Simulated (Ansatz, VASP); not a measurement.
## One calculation of Be2Te, two programs

```
Be Te
1.0
     3.52500    0.00000    0.00000
    -1.76250    3.05274    0.00000
     0.00000    0.00000    4.84263
Be Te
2 1
Direct
  0.33333 0.66667 0.70018
  0.66667 0.33333 0.29982
  0.00000 0.00000 0.00000
```

Alike in both runs: task single point; functional PBE; k mesh 6 × 6 × 4; occupations gaussian, width 0.1 eV; no spin polarisation.

```csv
,VASP,Ansatz
version,VASP 6.6.1,Ansatz 0.2.0
potentials or method,"VASP PAW PBE potentials, release 64 (Be, Te), cutoff 520 eV","scalar-relativistic, plane waves, PAW"
valence electrons in the cell,10,20
```

Ansatz gave:

* gap on the k mesh at the Fermi level (eV): none
* pressure (GPa): 2.6
* traceless stress, the component that is largest in VASP (GPa): -7.02
* rms of the force components (eV/Å): 0.376

**Question.** Estimate VASP's values.

**Answer.** gap on the k mesh at the Fermi level (eV): none; pressure (GPa): 2.7; traceless stress, the component that is largest in VASP (GPa): -6.98; rms of the force components (eV/Å): 0.387.

Atom by atom the forces differ by 0.011 eV/Å (rms over components). A gap of «none» marks a metal or a gap that the smearing closes. The functional is the same, so the differences come from potentials, cutoffs and numerics. VASP's potentials hold 10 valence electrons a cell and Ansatz's 20, so a difference there can come from the potentials and not from the codes.

Neither program's run includes spin-orbit coupling.
